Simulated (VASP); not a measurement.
# Al16O in VASP: further runs

The runs below take Al16O through single point, with PBE.

Program: VASP 6.6.1. These are calculated values, not measurements. Logs are shortened: lines on timing, memory, paths and dates and some standing lists are left out, and cuts for length are marked.

## 1. The cell of the first run

The cell holds a slab with vacuum, 17 atoms: a = 5.714 Å, b = 8.080 Å, c = 19.743 Å, α = 90.00°, β = 90.00°, γ = 90.00°.

## 2. Single point, PBE

INCAR

```
SYSTEM = Al16O
ALGO = Normal
DIPOL = 0.5 0.5 0.319
EDIFF = 1E-7
ENCUT = 520
GGA = PE
IDIPOL = 3
ISIF = 2
ISMEAR = 0
LASPH = .TRUE.
LCHARG = .FALSE.
LDIPOL = .TRUE.
LREAL = Auto
LWAVE = .FALSE.
NBANDS = 41
NELM = 60
PREC = Accurate
SIGMA = 0.1
```

KPOINTS

```
k-points
0
G
  5 4 1
  0 0 0
```

POSCAR

```
Al16O
1.0
    5.7135165838      0.0000000000      0.0000000000
    0.0000000000      8.0801326416      0.0000000000
    0.0000000000      0.0000000000     19.7432786844
Al O
16 1
Direct
    0.2500000000      0.2500000000      0.2026005946
    0.2500000000      0.7500000000      0.2026005946
    0.7500000000      0.2500000000      0.2026005946
    0.7500000000      0.7500000000      0.2026005946
    0.0000000000      0.0000000000      0.2749482107
    0.0000000000      0.5000000000      0.2749482107
    0.5000000000      0.0000000000      0.2749482107
    0.5000000000      0.5000000000      0.2749482107
    0.2500000000      0.2500000000      0.3495466410
    0.2500000000      0.7500000000      0.3495466410
    0.7500000000      0.2500000000      0.3495466410
    0.7500000000      0.7500000000      0.3495466410
    0.0000000000      0.0000000000      0.4175232906
    0.0000000000      0.5000000000      0.4175232906
    0.5000000000      0.0000000000      0.4175232906
    0.5000000000      0.5000000000      0.4175232906
    0.1666666667      0.2500000000      0.4364368095
```

Potentials or basis: VASP PAW PBE potentials, release 64 (Al, O).

Launch:

```bash
cat potpaw_PBE.64/Al/POTCAR potpaw_PBE.64/O/POTCAR > POTCAR
mpirun -np 1 vasp_std > vasp.out
```

OUTCAR:

```text
SYSTEM = Al16O
   EDIFF = 1E-7
   ENCUT = 520
   GGA = PE
   ISIF = 2
   ISMEAR = 0
   LASPH = .TRUE.
   LREAL = Auto
   NELM = 60
   PREC = Accurate

 ion  position               nearest neighbor table
   1  0.250  0.250  0.203-   3 2.86   3 2.86   6 2.86   7 2.86   8 2.86   5 2.86   9 2.90
   2  0.250  0.750  0.203-   4 2.86   4 2.86   6 2.86   7 2.86   8 2.86   5 2.86  10 2.90
   3  0.750  0.250  0.203-   1 2.86   1 2.86   6 2.86   7 2.86   8 2.86   5 2.86  11 2.90
   4  0.750  0.750  0.203-   2 2.86   2 2.86   6 2.86   7 2.86   8 2.86   5 2.86  12 2.90
   5  0.000  0.000  0.275-  13 2.81   7 2.86   7 2.86   4 2.86   1 2.86   2 2.86   3 2.86  11 2.88
                            12 2.88   9 2.88  10 2.88
   6  0.000  0.500  0.275-  14 2.81   8 2.86   8 2.86   4 2.86   1 2.86   2 2.86   3 2.86  11 2.88
                            12 2.88   9 2.88  10 2.88
   7  0.500  0.000  0.275-  15 2.81   5 2.86   5 2.86   4 2.86   1 2.86   2 2.86   3 2.86  11 2.88
                            12 2.88   9 2.88  10 2.88
   8  0.500  0.500  0.275-  16 2.81   6 2.86   6 2.86   4 2.86   1 2.86   2 2.86   3 2.86  11 2.88
                            12 2.88   9 2.88  10 2.88
   9  0.250  0.250  0.350-  17 1.78  14 2.81  15 2.81  16 2.81  13 2.81  11 2.86  11 2.86   8 2.88
                             5 2.88   6 2.88   7 2.88   1 2.90
  10  0.250  0.750  0.350-  13 2.81  14 2.81  15 2.81  16 2.81  12 2.86  12 2.86   7 2.88   8 2.88
                             5 2.88   6 2.88   2 2.90
  11  0.750  0.250  0.350-  13 2.81  14 2.81  15 2.81  16 2.81   9 2.86   9 2.86   7 2.88   8 2.88
                             5 2.88   6 2.88   3 2.90
  12  0.750  0.750  0.350-  13 2.81  14 2.81  15 2.81  16 2.81  10 2.86  10 2.86   7 2.88   8 2.88
                             5 2.88   6 2.88   4 2.90
  13  0.000  0.000  0.418-  17 2.26  10 2.81  11 2.81  12 2.81   9 2.81   5 2.81  15 2.86  15 2.86

  14  0.000  0.500  0.418-  17 2.26  10 2.81  11 2.81  12 2.81   9 2.81   6 2.81  16 2.86  16 2.86

  15  0.500  0.000  0.418-   9 2.81  10 2.81  11 2.81  12 2.81   7 2.81  13 2.86  13 2.86
  16  0.500  0.500  0.418-   9 2.81  10 2.81  11 2.81  12 2.81   8 2.81  14 2.86  14 2.86
  17  0.167  0.250  0.436-   9 1.78  13 2.26  14 2.26

  LATTYP: Found a simple orthorhombic cell.
 ALAT       =     5.7135165838
 B/A-ratio  =     1.4142135624
 C/A-ratio  =     3.4555388778

  Lattice vectors:

 A1 = (   5.7135165838,   0.0000000000,   0.0000000000)
 A2 = (   0.0000000000,   8.0801326416,   0.0000000000)
 A3 = (   0.0000000000,   0.0000000000,  19.7432786844)

Analysis of symmetry for initial positions (statically):
=====================================================================
 Subroutine PRICEL returns:
 Original cell was already a primitive cell.

 Routine SETGRP: Setting up the symmetry group for a
 simple orthorhombic supercell.

 Subroutine GETGRP returns: Found  2 space group operations
 (whereof  1 operations were pure point group operations)
 out of a pool of  8 trial point group operations.

The static configuration has the point symmetry C_1 .
 The point group associated with its full space group is C_1h.

Analysis of symmetry for dynamics (positions and initial velocities):
=====================================================================
 Subroutine PRICEL returns:
 Original cell was already a primitive cell.

 Routine SETGRP: Setting up the symmetry group for a
 simple orthorhombic supercell.

 Subroutine GETGRP returns: Found  2 space group operations
 (whereof  1 operations were pure point group operations)
 out of a pool of  8 trial point group operations.

The dynamic configuration has the point symmetry C_1 .
 The point group associated with its full space group is C_1h.

 Subroutine INISYM returns: Found  2 space group operations
 (whereof  1 operations are pure point group operations),
 and found     1 'primitive' translations

----------------------------------------------------------------------------------------

                                     Primitive cell

  volume of cell :     911.4676

  direct lattice vectors                    reciprocal lattice vectors
     5.713516584  0.000000000  0.000000000     0.175023558  0.000000000  0.000000000
     0.000000000  8.080132642  0.000000000     0.000000000  0.123760345  0.000000000
     0.000000000  0.000000000 19.743278684     0.000000000  0.000000000  0.050650149

  length of vectors
     5.713516584  8.080132642 19.743278684     0.175023558  0.123760345  0.050650149

  position of ions in fractional coordinates (direct lattice)
     0.250000000  0.250000000  0.202600595
[... 52 lines left out ...]
  Length of vectors
     0.035004712  0.030940086  0.050650149

  Shift w.r.t. Gamma in fractional coordinates (k-lattice)
     0.000000000  0.000000000  0.000000000

 Subroutine IBZKPT returns following result:
 ===========================================

 Found      9 irreducible k-points:

 Following reciprocal coordinates:
            Coordinates               Weight
  0.000000  0.000000  0.000000      1.000000
  0.200000  0.000000  0.000000      2.000000
  0.400000  0.000000  0.000000      2.000000
  0.000000  0.250000  0.000000      2.000000
  0.200000  0.250000  0.000000      4.000000
  0.400000  0.250000  0.000000      4.000000
  0.000000  0.500000  0.000000      1.000000
  0.200000  0.500000  0.000000      2.000000
  0.400000  0.500000  0.000000      2.000000
   k-points           NKPTS =      9   k-points in BZ     NKDIM =      9   number of bands    NBANDS=     41
   number of dos      NEDOS =    301   number of ions     NIONS =     17
   total plane-waves  NPLWV = 378000
   dimension x,y,z NGX =    42 NGY =   60 NGZ =  150
   dimension x,y,z NGXF=    84 NGYF=  120 NGZF=  300
   ions per type =              16   1
   NGX,Y,Z   is equivalent  to a cutoff of  12.22, 12.34, 12.63 a.u.
   NGXF,Y,Z  is equivalent  to a cutoff of  24.44, 24.69, 25.26 a.u.
 SYSTEM =  Al16O
   PREC   = accura    normal or accurate (medium, high low for compatibility)
   ISTART =      0    job   : 0-new  1-cont  2-samecut
   ICHARG =      2    charge: 1-file 2-atom 10-const
   ISPIN  =      1    spin polarized calculation?
   LNONCOLLINEAR =      F non collinear calculations
   LSORBIT =      F    spin-orbit coupling
   LASPH  =      T    aspherical Exc in radial PAW
   ENCUT  =  520.0 eV  38.22 Ry    6.18 a.u.  10.62 15.02 36.71*2*pi/ulx,y,z
   NELM   =     60;   NELMIN=  2; NELMDL= -5     # of ELM steps
   EDIFF  = 0.1E-06   stopping-criterion for ELM
   LREAL  =      T    real-space projection
   EDIFFG = 0.1E-05   stopping-criterion for IOM
   NSW    =      0    number of steps for IOM
   IBRION =     -1    ionic relax: 0-MD 1-quasi-New 2-CG
   NFREE  =      0    steps in history (QN), initial steepest desc. (CG)
   ISIF   =      2    stress and relaxation
   ISYM   =      2    0-nonsym 1-usesym 2-fastsym
   POTIM  = 0.5000    time-step for ionic-motion
   TEBEG  =    0.0;   TEEND  =   0.0 temperature during run
   PSTRESS=    0.0 pullay stress
   NELECT =      54.0000    total number of electrons
   NUPDOWN=      -1.0000    fix difference up-down
   EMIN   =  10.00;   EMAX   =-10.00  energy-range for DOS
   EFERMI =   0.00;   METHOD = LEGACY
   ISMEAR =     0;   SIGMA  =   0.10  broadening in eV -4-tet -1-fermi 0-gaus
   EFERMI_NEDOS =   21; number of points for ismear=-14 and -15
   IALGO  =     38    algorithm
   IMIX   =      4    mixing-type and parameters
     AMIX     =   0.40;   BMIX     =  1.00
     AMIX_MAG =   1.60;   BMIX_MAG =  1.00
  volume/ion in A,a.u.               =      53.62       361.82
  Fermi-wavevector in a.u.,A,eV,Ry     =   0.638203  1.206029  5.541699  0.407303
  Thomas-Fermi vector in A             =   1.703466
   LORBIT       =      0    0 simple, 1 ext, 2 COOP (PROOUT), +10 PAW based schemes
   GGA     = PE    functional components
   LHFCALC =     F    Hartree Fock is set to
   AEXX    =    0.0000 exact exchange contribution
   IVDW    =     0    specifies the selected vdW correction
   LEPSILON=     F    determine dielectric tensor
   LRPA    =     F    only Hartree local field effects (RPA)
 non-spin polarized calculation
 Gauss-broadening in eV      SIGMA  =   0.10
  energy-cutoff  :      520.00
  volume of cell :      911.47
 maximum number of plane-waves:     24626
   NGX = 21   NGY = 31   NGZ = 73

 dipolmoment           0.000000      0.000000     -0.135657 electrons x Angstroem

 number of electron      53.9999996 magnetization

 dipolmoment           0.000000      0.000000      0.026168 electrons x Angstroem

 Free energy of the ion-electron system (eV)
  ---------------------------------------------------
  ext. energy  EPLUGINS =         0.00000000
  ---------------------------------------------------
  free energy    TOTEN  =       -62.16454463 eV

  energy without entropy =      -62.13300515  energy(sigma->0) =      -62.14877489

 E-fermi :  -0.6104     XC(G=0):  -4.0513

 val. band max:       -0.6735247081   @ k =   0.2000   0.2500   0.0000
 cond. band min:      -0.5842481202   @ k =   0.4000   0.5000   0.0000
 fundamental gap:      0.0892765879
 Fermi energy:        -0.6104204387

 k-point     1 :       0.0000    0.0000    0.0000
  band No.  band energies     occupation
      1     -19.3000      2.00000
      2     -10.6533      2.00000
      3      -8.7422      2.00000
      4      -8.4657      2.00000
      5      -8.1186      2.00000
      6      -6.7489      2.00000
[... 367 lines left out ...]
     38       2.2901      0.00000
     39       2.4043      0.00000
 [bands above 39 left out]

------------------------ aborting loop because EDIFF is reached ----------------------------------------

 vacuum level on the upper side and lower side of the slab       (xc-potential included)         0.030        -0.110

  FORCE on cell =-STRESS in cart. coord.  units (eV):
  Direction    XX          YY          ZZ          XY          YZ          ZX
  --------------------------------------------------------------------------------------
  -------------------------------------------------------------------------------------
  Total      -12.4102491     -5.8060452     -1.0301125      0.0000000      0.0000000      0.0972951
  in kB      -21.8147291    -10.2058631     -1.8107312      0.0000000      0.0000000      0.1710253
  external PRESSURE =     -11.2771078 kB  Pullay stress =       0.0000000 kB

 VOLUME and BASIS-vectors are now :
 -----------------------------------------------------------------------------
  energy-cutoff  :      520.00
  volume of cell :      911.47
      direct lattice vectors                 reciprocal lattice vectors
     5.713516584  0.000000000  0.000000000     0.175023558  0.000000000  0.000000000
     0.000000000  8.080132642  0.000000000     0.000000000  0.123760345  0.000000000
     0.000000000  0.000000000 19.743278684     0.000000000  0.000000000  0.050650149

 POSITION                                       TOTAL-FORCE (eV/Angst)
 -----------------------------------------------------------------------------------
      1.42838      2.02003      4.00000         0.071438      0.000000      0.265543
      1.42838      6.06010      4.00000         0.047749      0.000000      0.281344
      4.28514      2.02003      4.00000        -0.080212      0.000000      0.132624
      4.28514      6.06010      4.00000         0.025753      0.000000      0.184497
      0.00000      0.00000      5.42838        -0.028548      0.094773     -0.055905
      0.00000      4.04007      5.42838        -0.028548     -0.094773     -0.055905
[... 9 lines left out ...]
      2.85676      4.04007      8.24328         0.393348      0.243968      0.055091
      0.95225      2.02003      8.61669        -0.808952      0.000000      0.034847
 -----------------------------------------------------------------------------------
    total drift:                                0.000311      0.000000     -0.001261

  FREE ENERGIE OF THE ION-ELECTRON SYSTEM (eV)
  ---------------------------------------------------
  free  energy   TOTEN  =       -62.1645446346 eV

  energy  without entropy=      -62.1330051461  energy(sigma->0) =      -62.14877489

 vacuum level on the upper side and lower side of the slab         3.704         3.570
```

It took 9.1 min on 1 thread of AMD EPYC 7R13 (Zen 3), shared host; peak memory 0.79 GiB.

What came out:

| Property | Result |
| --- | --- |
| Free energy | -62.1645 eV |
| Largest force | 0.876 eV/Å |
| Band gap on the k mesh | zero (bands 27 and 28 overlap by 0.48 eV) |

Forces on the atoms (eV/Å):
```
Al   0.071  0.000  0.266
Al   0.048  0.000  0.281
Al  -0.080  0.000  0.133
Al   0.026  0.000  0.184
Al  -0.029  0.095 -0.056
Al  -0.029 -0.095 -0.056
Al  -0.037  0.031 -0.094
Al  -0.037 -0.031 -0.094
Al   0.316  0.000 -0.817
Al  -0.017  0.000  0.127
Al  -0.456  0.000 -0.474
Al  -0.070  0.000 -0.154
Al   0.158  0.624  0.305
Al   0.158 -0.624  0.305
Al   0.393 -0.244  0.055
Al   0.393  0.244  0.055
O   -0.809  0.000  0.035
```

## 3. Single point, PBE

INCAR

```
SYSTEM = Al16O
PREC = Accurate
ENCUT = 520
EDIFF = 1E-6
ISMEAR = 0
SIGMA = 0.1
LREAL = Auto
LASPH = .True.
NELM = 60
ALGO = Normal
ISIF = 2
LWAVE = .False.
LCHARG = .False.
LDIPOL = .True.
IDIPOL = 3
DIPOL = 0.5 0.5 0.322
GGA = PE
NBANDS = 41
```

KPOINTS

```
regular mesh
0
Gamma
  5 4 1
  0 0 0
```

Edit POSCAR of step 2 so:

```diff
@@ -24,2 +24,2 @@
     0.5000000000      0.5000000000      0.4175232906
-    0.1666666667      0.2500000000      0.4364368095
+    0.0000000000      0.0625000000      0.4977905239
```

Potentials or basis: VASP PAW PBE potentials, release 64 (Al, O).

Launch:

```bash
cat potpaw_PBE.64/Al/POTCAR potpaw_PBE.64/O/POTCAR > POTCAR
mpirun -np 1 vasp_std > vasp.out
```

OUTCAR:

```text
SYSTEM = Al16O
   PREC = Accurate
   ENCUT = 520
   EDIFF = 1E-6
   ISMEAR = 0
   LREAL = Auto
   LASPH = .True.
   NELM = 60
   ISIF = 2
   GGA = PE

 ion  position               nearest neighbor table
   1  0.250  0.250  0.203-   3 2.86   3 2.86   6 2.86   7 2.86   8 2.86   5 2.86   9 2.90
   2  0.250  0.750  0.203-   4 2.86   4 2.86   6 2.86   7 2.86   8 2.86   5 2.86  10 2.90
   3  0.750  0.250  0.203-   1 2.86   1 2.86   6 2.86   7 2.86   8 2.86   5 2.86  11 2.90
   4  0.750  0.750  0.203-   2 2.86   2 2.86   6 2.86   7 2.86   8 2.86   5 2.86  12 2.90
   5  0.000  0.000  0.275-  13 2.81   7 2.86   7 2.86   4 2.86   1 2.86   2 2.86   3 2.86  11 2.88
[... 621 lines left out ...]
  external PRESSURE =      -9.5468087 kB  Pullay stress =       0.0000000 kB

 VOLUME and BASIS-vectors are now :
 -----------------------------------------------------------------------------
  energy-cutoff  :      520.00
  volume of cell :      911.47
      direct lattice vectors                 reciprocal lattice vectors
     5.713516584  0.000000000  0.000000000     0.175023558  0.000000000  0.000000000
     0.000000000  8.080132642  0.000000000     0.000000000  0.123760345  0.000000000
     0.000000000  0.000000000 19.743278684     0.000000000  0.000000000  0.050650149

 POSITION                                       TOTAL-FORCE (eV/Angst)
 -----------------------------------------------------------------------------------
      1.42838      2.02003      4.00000        -0.020124      0.029705      0.217610
      1.42838      6.06010      4.00000        -0.036766     -0.054980      0.233482
      4.28514      2.02003      4.00000         0.020124      0.029705      0.217610
      4.28514      6.06010      4.00000         0.036766     -0.054980      0.233482
      0.00000      0.00000      5.42838         0.000000      0.062179     -0.169164
      0.00000      4.04007      5.42838         0.000000      0.028447     -0.245428
[... 9 lines left out ...]
      2.85676      4.04007      8.24328         0.000000     -0.015061      0.028545
      0.00000      0.50501      9.82802         0.000000      0.072461      0.094617
 -----------------------------------------------------------------------------------
    total drift:                                0.000000     -0.002504      0.001427

  FREE ENERGIE OF THE ION-ELECTRON SYSTEM (eV)
  ---------------------------------------------------
  free  energy   TOTEN  =       -61.0890464253 eV

  energy  without entropy=      -61.0722694214  energy(sigma->0) =      -61.08065792

 vacuum level on the upper side and lower side of the slab         4.769         3.036
```

Run time: 9.2 min. Hardware: 1 thread of AMD EPYC 7R13 (Zen 3), shared host; peak memory 0.79 GiB.

Results:

| Property | Result |
| --- | --- |
| Free energy | -61.0890 eV |
| Largest force | 0.284 eV/Å |
| Band gap on the k mesh | zero (bands 27 and 28 overlap by 0.67 eV) |

Forces in eV/Å, atoms in the order of the input:
```
Al  -0.020  0.030  0.218
Al  -0.037 -0.055  0.233
Al   0.020  0.030  0.218
Al   0.037 -0.055  0.233
Al   0.000  0.062 -0.169
Al   0.000  0.028 -0.245
Al   0.000  0.037 -0.281
Al   0.000  0.012 -0.225
Al   0.048  0.005 -0.120
Al   0.043  0.060 -0.041
Al  -0.048  0.005 -0.120
Al  -0.043  0.060 -0.041
Al   0.000 -0.233 -0.058
Al   0.000 -0.078  0.111
Al   0.000  0.036  0.164
Al   0.000 -0.015  0.029
O    0.000  0.072  0.095
```
